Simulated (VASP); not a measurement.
Input of a VASP 6.6.1 run:

INCAR

```
PREC     = Accurate       # precision mode
ENCUT    = 520            # plane-wave cutoff, eV
EDIFF    = 1E-7           # SCF threshold, eV
ISMEAR   = 0              # smearing method
SIGMA    = 0.05           # smearing width, eV
LREAL    = False          # projectors in reciprocal space
LASPH    = True           # aspherical terms in the spheres
NELM     = 80             # most SCF steps
ALGO     = Normal         # electronic algorithm
ISIF     = 2              # what is computed and relaxed
LWAVE    = False          # write WAVECAR
LCHARG   = False          # write CHGCAR
GGA      = PE             # functional
NBANDS   = 45             # bands
```

KPOINTS

```
regular mesh
0
Gamma
  6 6 6
```

File POSCAR:

```
LiNbO3
1.0
    2.5806727090      1.4899520832      4.8750627921
   -2.5806727090      1.4899520832      4.8750627921
    0.0000000000     -2.9799041664      4.8750627921
Li Nb O
2 2 6
Direct
    0.2815913687      0.2815913687      0.2815913687
    0.7815913687      0.7815913687      0.7815913687
    0.0004900497      0.0004900497      0.0004900497
    0.5004900497      0.5004900497      0.5004900497
    0.1104619503      0.3580262714      0.7211003599
    0.7211003599      0.1104619503      0.3580262714
    0.3580262714      0.7211003599      0.1104619503
    0.2211003599      0.8580262714      0.6104619503
    0.8580262714      0.6104619503      0.2211003599
    0.6104619503      0.2211003599      0.8580262714
```

Potentials or basis: VASP PAW PBE potentials, release 64 (Li_sv, Nb_sv, O).

Launch:

```console
$ cat potpaw_PBE.64/Li_sv/POTCAR potpaw_PBE.64/Nb_sv/POTCAR potpaw_PBE.64/O/POTCAR > POTCAR
$ mpirun -np 1 vasp_std > vasp.out
```

Problem. Estimate the largest force.

Solution. 0.292 eV/Å.

Problem. What does it give for the band gap on the k mesh?

Solution. 3.40 eV (least direct gap 3.41 eV).

Forces on the atoms (eV/Å):
```
Li   0.000  0.000  0.042
Li   0.000  0.000  0.042
Nb   0.000  0.000  0.292
Nb   0.000  0.000  0.292
O    0.120 -0.236 -0.111
O    0.144  0.222 -0.111
O   -0.265  0.014 -0.111
O    0.265  0.014 -0.111
O   -0.120 -0.236 -0.111
O   -0.144  0.222 -0.111
```

 A k mesh can miss the band edges.
